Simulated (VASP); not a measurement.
Ga3Bi2N3:

```xyz
8
Lattice="3.4919 2.0161 4.0286 -3.4919 2.0161 4.0286 0.0000 -4.0321 4.0286" Properties=species:S:1:pos:R:3 pbc="T T T"
Ga    0.0000    2.0161    4.0286
Ga   -1.7460   -1.0080    4.0286
Ga    1.7460   -1.0080    4.0286
Bi    0.0000    0.0000    9.3878
Bi    0.0000    0.0000    2.6981
N     0.0000   -2.0161    2.0143
N     1.7460    1.0080    2.0143
N    -1.7460    1.0080    2.0143
```

The cell was built from a structure type or drawn by symmetry, and may not be a known phase.

* Program: VASP 6.6.1
* Task: relaxation of cell and atoms
* Functional: PBE
* Potentials or basis: VASP PAW PBE potentials, release 64 (Ga_d, Bi_d, N)
* Cutoff: 600 eV
* k mesh: 2 × 2 × 2
* Occupations: gaussian, width 0.15 eV
* Spin: no spin polarisation

At the start: pressure 21.1 GPa; volume 21.27 Å³/atom.

How do energy, volume and symmetry change on relaxing?

Over 20 steps the energy falls by 952.2 meV/atom and the volume is 23.81 Å³/atom (+11.9 %); space group R-3m (No. 166, to 0.1 Å) before and after.

The path:
```tsv
step	energy change (eV)	largest force (eV/Å)	pressure (GPa)	volume (Å³)
1	0.0000	5.6182	21.07	170.17
2	-4.4923	1.7018	-3.34	248.60
3	-4.5666	2.1032	-1.48	234.74
4	-5.1122	1.6971	-0.94	229.68
5	-6.2186	0.7632	1.54	214.26
6	-6.2476	0.6208	3.13	209.33
7	-6.5153	0.5902	-1.25	225.63
8	-6.5212	0.5753	-2.19	230.30
9	-6.7341	0.5438	-3.51	230.57
10	-5.5467	4.2594	-6.30	231.36
11	-6.7959	0.3826	-4.06	230.66
12	-6.8244	0.2324	-5.20	230.86
13	-6.8333	0.0483	-4.77	230.78
14	-7.0112	0.2586	-4.84	224.70
15	-7.1326	1.1296	-4.66	216.35
16	-7.3462	0.9107	-3.66	209.06
17	-7.6079	0.2826	-0.69	193.23
18	-7.6159	0.0671	0.31	189.48
19	-7.6164	0.1148	0.09	190.24
20	-7.6179	0.0741	0.09	190.44
```

Final structure:
```
Ga Bi N
1.0
     3.45862    1.99683    4.59588
    -3.45862    1.99683    4.59588
     0.00000   -3.99367    4.59588
Ga Bi N
3 2 3
Direct
  0.50000 0.50000 0.00000
  0.00000 0.50000 0.50000
  0.50000 0.00000 0.50000
  0.88585 0.88585 0.88585
  0.11415 0.11415 0.11415
  0.00000 0.00000 0.50000
  0.50000 0.00000 0.00000
  0.00000 0.50000 0.00000
```

Caveat: the k points lie up to 0.57 Å⁻¹ apart in the final cell; the relaxation stopped at a loose force limit of 0.08 eV/Å, so its end isn't a converged minimum.
